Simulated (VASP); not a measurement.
# AlO6 (R-3m) in VASP: density of states with PBE

Aim: the density of states of AlO6 with PBE.

All numbers are computed with VASP 6.6.1; they aren't measurements. Logs are shortened: lines on timing, memory, paths and dates and some standing lists are left out, and cuts for length are marked.

### 1 The cell of the first run

Symmetry: R-3m, No. 166, trigonal system. Conventional cell: a = 5.324 Å, b = 5.324 Å, c = 10.349 Å, α = 90.00°, β = 90.00°, γ = 120.00°. Al (site symmetry -3m) has 6 O at 1.91 Å within 2.5 Å. Within 1.8 Å of O (site symmetry m) lie 1 O at 1.32 Å.

### 2 Density of states, PBE

The input, POSCAR:

```
AlO6
1.0
    2.6622158046      1.5370310114      3.4495896523
   -2.6622158046      1.5370310114      3.4495896523
    0.0000000000     -3.0740620228      3.4495896523
Al O
1 6
Direct
    0.0000000000      0.0000000000      0.0000000000
    0.0690509792      0.5532529879      0.0690509792
    0.9309490208      0.4467470121      0.9309490208
    0.5532529879      0.0690509792      0.0690509792
    0.4467470121      0.9309490208      0.9309490208
    0.0690509792      0.0690509792      0.5532529879
    0.9309490208      0.9309490208      0.4467470121
```

The input, INCAR.step1:

```
SYSTEM = AlO6
ALGO = Normal
EDIFF = 1E-6
ENCUT = 520
GGA = PE
ISIF = 2
ISMEAR = 0
LASPH = .True.
LCHARG = .True.
LREAL = .False.
LWAVE = .False.
NBANDS = 28
NELM = 60
PREC = Accurate
SIGMA = 0.1
```

The input, KPOINTS.step1:

```
k-points
0
Gamma
  6 6 6
  0 0 0
```

The input, INCAR.step2:

```
SYSTEM = AlO6
ALGO = Normal
EDIFF = 1E-6
ENCUT = 520
GGA = PE
ICHARG = 11
ISIF = 2
ISMEAR = -5
LASPH = .True.
LCHARG = .False.
LORBIT = 11
LREAL = .False.
LWAVE = .False.
NEDOS = 1001
NELM = 60
PREC = Accurate
SIGMA = 0.1
```

The input, KPOINTS.step2:

```
k-points
0
Gamma
  9 9 9
  0 0 0
```

Potentials or basis: VASP PAW PBE potentials, release 64 (Al, O).

Launch:

```console
$ cat potpaw_PBE.64/Al/POTCAR potpaw_PBE.64/O/POTCAR > POTCAR
$ cp INCAR.step1 INCAR
$ cp KPOINTS.step1 KPOINTS
$ mpirun -np 1 vasp_std > vasp.out
$ cp INCAR.step2 INCAR
$ cp KPOINTS.step2 KPOINTS
$ mpirun -np 1 vasp_std > vasp.out
```

OUTCAR:

```text
SYSTEM = AlO6
   EDIFF = 1E-6
   ENCUT = 520
   GGA = PE
   ICHARG = 11
   ISIF = 2
   ISMEAR = -5
   LASPH = .True.
   LORBIT = 11
   LREAL = .False.
   NELM = 60
   PREC = Accurate

 ion  position               nearest neighbor table
   1  0.000  0.000  0.000-   6 1.91   7 1.91   4 1.91   5 1.91   2 1.91   3 1.91
   2  0.069  0.553  0.069-   3 1.32   1 1.91
   3  0.931  0.447  0.931-   2 1.32   1 1.91
   4  0.553  0.069  0.069-   5 1.32   1 1.91
   5  0.447  0.931  0.931-   4 1.32   1 1.91
   6  0.069  0.069  0.553-   7 1.32   1 1.91
   7  0.931  0.931  0.447-   6 1.32   1 1.91

  LATTYP: Found a trigonal (rhomboedric) cell.
 ALAT       =     4.6205547383
 COS(alpha) =     0.3360608605

  Lattice vectors:

 A1 = (   2.6622158046,   1.5370310114,   3.4495896523)
 A2 = (  -2.6622158046,   1.5370310114,   3.4495896523)
 A3 = (   0.0000000000,  -3.0740620228,   3.4495896523)

Analysis of symmetry for initial positions (statically):
=====================================================================
 Subroutine PRICEL returns:
 Original cell was already a primitive cell.

 Routine SETGRP: Setting up the symmetry group for a
 trigonal (rhombohedral) supercell.

 Subroutine GETGRP returns: Found 12 space group operations
 (whereof 12 operations were pure point group operations)
 out of a pool of 12 trial point group operations.

The static configuration has the point symmetry D_3d.

Analysis of symmetry for dynamics (positions and initial velocities):
=====================================================================
 Subroutine PRICEL returns:
 Original cell was already a primitive cell.

 Routine SETGRP: Setting up the symmetry group for a
 trigonal (rhombohedral) supercell.

 Subroutine GETGRP returns: Found 12 space group operations
 (whereof 12 operations were pure point group operations)
 out of a pool of 12 trial point group operations.

The dynamic configuration has the point symmetry D_3d.

 Subroutine INISYM returns: Found 12 space group operations
 (whereof 12 operations are pure point group operations),
 and found     1 'primitive' translations

----------------------------------------------------------------------------------------

                                     Primitive cell

  volume of cell :      84.6924

  direct lattice vectors                    reciprocal lattice vectors
     2.662215805  1.537031011  3.449589652     0.187813474  0.108434160  0.096629851
    -2.662215805  1.537031011  3.449589652    -0.187813474  0.108434160  0.096629851
     0.000000000 -3.074062023  3.449589652     0.000000000 -0.216868320  0.096629851

  length of vectors
     4.620554738  4.620554738  4.620554738     0.237421979  0.237421979  0.237421979

  position of ions in fractional coordinates (direct lattice)
     0.000000000  0.000000000  0.000000000
     0.069050979  0.553252988  0.069050979
     0.930949021  0.446747012  0.930949021
     0.553252988  0.069050979  0.069050979
     0.446747012  0.930949021  0.930949021
     0.069050979  0.069050979  0.553252988
     0.930949021  0.930949021  0.446747012

  ion indices of the primitive-cell ions
   primitive index   ion index
                 1           1
                 2           2
                 3           3
                 4           4
                 5           5
                 6           6
                 7           7

----------------------------------------------------------------------------------------

 KPOINTS: k-points

Automatic generation of k-mesh.
 Grid dimensions read from file:
 generate k-points for:    9    9    9

 Generating k-lattice:

  Cartesian coordinates                     Fractional coordinates (reciprocal lattice)
     0.020868164  0.012048240  0.010736650     0.111111111 -0.000000000  0.000000000
    -0.020868164  0.012048240  0.010736650    -0.000000000  0.111111111  0.000000000
     0.000000000 -0.024096480  0.010736650     0.000000000  0.000000000  0.111111111

  Length of vectors
     0.026380220  0.026380220  0.026380220

  Shift w.r.t. Gamma in fractional coordinates (k-lattice)
     0.000000000  0.000000000  0.000000000

 TETIRR: Found    369 inequivalent tetrahedra from     4374

 Subroutine IBZKPT returns following result:
 ===========================================

 Found     85 irreducible k-points:

 Following reciprocal coordinates:
            Coordinates               Weight
  0.000000  0.000000  0.000000      1.000000
  0.111111 -0.000000  0.000000      6.000000
  0.222222 -0.000000  0.000000      6.000000
  0.333333 -0.000000  0.000000      6.000000
  0.444444 -0.000000  0.000000      6.000000
  0.111111  0.111111  0.000000      6.000000
[... 16 lines left out ...]
 -0.333333  0.333333  0.000000      6.000000
  0.444444  0.444444  0.000000      6.000000
 [... further k-points ...]
   k-points           NKPTS =     85   k-points in BZ     NKDIM =     85   number of bands    NBANDS=     23
   number of dos      NEDOS =   1001   number of ions     NIONS =      7
   total plane-waves  NPLWV =  46656
   dimension x,y,z NGX =    36 NGY =   36 NGZ =   36
   dimension x,y,z NGXF=    72 NGYF=   72 NGZF=   72
   ions per type =               1   6
   NGX,Y,Z   is equivalent  to a cutoff of  12.95, 12.95, 12.95 a.u.
   NGXF,Y,Z  is equivalent  to a cutoff of  25.91, 25.91, 25.91 a.u.
 SYSTEM =  AlO6
   PREC   = accura    normal or accurate (medium, high low for compatibility)
   ISTART =      0    job   : 0-new  1-cont  2-samecut
   ICHARG =     11    charge: 1-file 2-atom 10-const
   ISPIN  =      1    spin polarized calculation?
   LNONCOLLINEAR =      F non collinear calculations
   LSORBIT =      F    spin-orbit coupling
   LASPH  =      T    aspherical Exc in radial PAW
   ENCUT  =  520.0 eV  38.22 Ry    6.18 a.u.   8.59  8.59  8.59*2*pi/ulx,y,z
   NELM   =     60;   NELMIN=  2; NELMDL=  0     # of ELM steps
   EDIFF  = 0.1E-05   stopping-criterion for ELM
   LREAL  =      F    real-space projection
   EDIFFG = 0.1E-04   stopping-criterion for IOM
   NSW    =      0    number of steps for IOM
   IBRION =     -1    ionic relax: 0-MD 1-quasi-New 2-CG
   NFREE  =      0    steps in history (QN), initial steepest desc. (CG)
   ISIF   =      2    stress and relaxation
   ISYM   =      2    0-nonsym 1-usesym 2-fastsym
   POTIM  = 0.5000    time-step for ionic-motion
   TEBEG  =    0.0;   TEEND  =   0.0 temperature during run
   PSTRESS=    0.0 pullay stress
   NELECT =      39.0000    total number of electrons
   NUPDOWN=      -1.0000    fix difference up-down
   EMIN   =  10.00;   EMAX   =-10.00  energy-range for DOS
   EFERMI =   0.00;   METHOD = LEGACY
   ISMEAR =    -5;   SIGMA  =   0.10  broadening in eV -4-tet -1-fermi 0-gaus
   EFERMI_NEDOS =   21; number of points for ismear=-14 and -15
   IALGO  =     38    algorithm
   IMIX   =      4    mixing-type and parameters
     AMIX     =   0.40;   BMIX     =  1.00
     AMIX_MAG =   1.60;   BMIX_MAG =  1.00
  volume/ion in A,a.u.               =      12.10        81.65
  Fermi-wavevector in a.u.,A,eV,Ry     =   1.264197  2.388986 21.744759  1.598195
  Thomas-Fermi vector in A             =   2.397515
   LORBIT       =     11    0 simple, 1 ext, 2 COOP (PROOUT), +10 PAW based schemes
   GGA     = PE    functional components
   LHFCALC =     F    Hartree Fock is set to
   AEXX    =    0.0000 exact exchange contribution
   IVDW    =     0    specifies the selected vdW correction
   LEPSILON=     F    determine dielectric tensor
   LRPA    =     F    only Hartree local field effects (RPA)
 non-spin polarized calculation
 Fermi weights with tetrahedron method with Bloechl corrections
  energy-cutoff  :      520.00
  volume of cell :       84.69
 maximum number of plane-waves:      2299

 number of electron      39.0000026 magnetization

 Free energy of the ion-electron system (eV)
  ---------------------------------------------------
  ext. energy  EPLUGINS =         0.00000000
  ---------------------------------------------------
  free energy    TOTEN  =       -37.78924486 eV

  energy without entropy =      -37.78924486  energy(sigma->0) =      -37.78924486

 E-fermi :   1.1933     XC(G=0):  -9.0222

 val. band max:        1.2112232661   @ k =   0.4444   0.4444   0.2222
 cond. band min:       1.1620158701   @ k =  -0.4444   0.3333   0.3333
 fundamental gap:     -0.0492073961
 Fermi energy:         1.1933447580

 k-point     1 :       0.0000    0.0000    0.0000
  band No.  band energies     occupation
      1     -23.4291      2.00000
      2     -22.5903      2.00000
      3     -22.5903      2.00000
      4     -13.9363      2.00000
      5     -13.9363      2.00000
      6     -13.7307      2.00000
[... 15 lines left out ...]
     22       7.1202      0.00000
     23       7.2965      0.00000

 k-point     2 :       0.1111   -0.0000    0.0000
  band No.  band energies     occupation
      1     -23.4076      2.00000
      2     -22.6127      2.00000
      3     -22.5901      2.00000
      4     -13.9466      2.00000
      5     -13.9397      2.00000
      6     -13.7478      2.00000
[... 15 lines left out ...]
     22       7.1332      0.00000
     23       7.1459      0.00000

 k-point     3 :       0.2222   -0.0000    0.0000
  band No.  band energies     occupation
      1     -23.3469      2.00000
      2     -22.6761      2.00000
      3     -22.5894      2.00000
      4     -13.9752      2.00000
      5     -13.9483      2.00000
      6     -13.7878      2.00000
[... 15 lines left out ...]
     22       7.1652      0.00000
     23       7.2201      0.00000
[... 495 lines left out ...]
 k-point    23 :      -0.3333    0.3333    0.0000
  band No.  band energies     occupation
      1     -23.0502      2.00000
      2     -22.9210      2.00000
      3     -22.6356      2.00000
      4     -14.5405      2.00000
      5     -13.9342      2.00000
      6     -13.4058      2.00000
[... 15 lines left out ...]
     22       6.6000      0.00000
     23       7.4367      0.00000

 k-point    24 :       0.4444    0.4444    0.0000
  band No.  band energies     occupation
      1     -23.0564      2.00000
      2     -22.8540      2.00000
      3     -22.6819      2.00000
      4     -14.6949      2.00000
      5     -13.9481      2.00000
      6     -13.2917      2.00000
[... 15 lines left out ...]
     22       6.4755      0.00000
     23       7.4798      0.00000

 [... further k-points ...]
[... 5 lines left out ...]
  --------------------------------------------------------------------------------------
  -------------------------------------------------------------------------------------
  Total       -0.2053739     -0.2053739      1.5464498      0.0000000     -0.0000000      0.0000000
  in kB       -3.8851808     -3.8851808     29.2551170      0.0000000     -0.0000000      0.0000000
  external PRESSURE =       7.1615851 kB  Pullay stress =       0.0000000 kB

 VOLUME and BASIS-vectors are now :
 -----------------------------------------------------------------------------
  energy-cutoff  :      520.00
  volume of cell :       84.69
      direct lattice vectors                 reciprocal lattice vectors
     2.662215805  1.537031011  3.449589652     0.187813474  0.108434160  0.096629851
    -2.662215805  1.537031011  3.449589652    -0.187813474  0.108434160  0.096629851
     0.000000000 -3.074062023  3.449589652     0.000000000 -0.216868320  0.096629851

 POSITION                                       TOTAL-FORCE (eV/Angst)
 -----------------------------------------------------------------------------------
      0.00000      0.00000      0.00000         0.000000      0.000000      0.000000
     -1.28905      0.74423      2.38489        -0.003323      0.001918      0.435440
      1.28905     -0.74423      7.96388         0.003323     -0.001918     -0.435440
      1.28905      0.74423      2.38489         0.003323      0.001918      0.435440
     -1.28905     -0.74423      7.96388        -0.003323     -0.001918     -0.435440
      0.00000     -1.48847      2.38489         0.000000     -0.003837      0.435440
      0.00000      1.48847      7.96388         0.000000      0.003837     -0.435440
 -----------------------------------------------------------------------------------
    total drift:                               -0.000000     -0.000000      0.000000

  FREE ENERGIE OF THE ION-ELECTRON SYSTEM (eV)
  ---------------------------------------------------
  free  energy   TOTEN  =       -37.7892448615 eV

  energy  without entropy=      -37.7892448615  energy(sigma->0) =      -37.78924486

 total charge

# of ion       s       p       d       tot
------------------------------------------
    1        0.317   0.386   0.000   0.702
    2        1.589   3.351   0.000   4.940
    3        1.589   3.351   0.000   4.940
    4        1.589   3.351   0.000   4.940
    5        1.589   3.351   0.000   4.940
    6        1.589   3.351   0.000   4.940
    7        1.589   3.351   0.000   4.940
--------------------------------------------------
tot          9.851  20.493   0.000  30.344
```

Wall time 3 min (1 thread of Intel Xeon Platinum 8488C (Sapphire Rapids), shared host); peak memory 0.26 GiB.

What came out:

| Item | Value |
| --- | --- |
| Valence electrons inside the program's atomic spheres | Al 0.70; O 4.94 |

Caveat: an odd number of electrons without spin polarisation forces a metal; a magnetic or distorted state may lie lower; tetrahedron occupations give inexact forces and stress in metals.
